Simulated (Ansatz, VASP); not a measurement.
## One calculation of Cd6Te, two programs

```
CELL_PARAMETERS angstrom
5.70940 0.00000 0.00000
-2.85470 4.94449 0.00000
0.00000 0.00000 6.86967
ATOMIC_POSITIONS crystal
Cd 0.37167 0.37167 0.18293
Cd 0.00000 0.62833 0.18293
Cd 0.62833 0.00000 0.18293
Cd 0.00000 0.37167 0.81707
Cd 0.37167 0.00000 0.81707
Cd 0.62833 0.62833 0.81707
Te 0.00000 0.00000 0.50000
```

Change from the starting cell: species swapped into the MoCl6 type (P-31m, No. 162).

Alike in both runs: functional PBE; k mesh 3 × 3 × 3; occupations gaussian, width 0.2 eV; no spin polarisation.

Ansatz relaxed the structure, and its values are those at the end. VASP's run is a single point on that final structure, the one shown.

|  | VASP | Ansatz |
| --- | --- | --- |
| version | VASP 6.6.1 | Ansatz 0.2.0 |
| potentials or method | VASP PAW PBE potentials, release 64 (Cd, Te), cutoff 520 eV | scalar-relativistic, plane waves, PAW |
| valence electrons in the cell | 78 | 136 |

|  | VASP | Ansatz | Ansatz less VASP |
| --- | --- | --- | --- |
| gap on the k mesh at the Fermi level (eV) | none | none | - |
| pressure (GPa) | 0.4 | 0.2 | -0.17 |
| rms of the force components (eV/Å) | 0.047 | 0.041 | -0.0054 |

A gap of «none» marks a metal or a gap that the smearing closes. VASP's potentials hold 78 valence electrons a cell and Ansatz's 136, so a difference there can come from the potentials and not from the codes.

The k mesh is coarse, so the values compare programs but aren't converged. Neither program's run includes spin-orbit coupling.
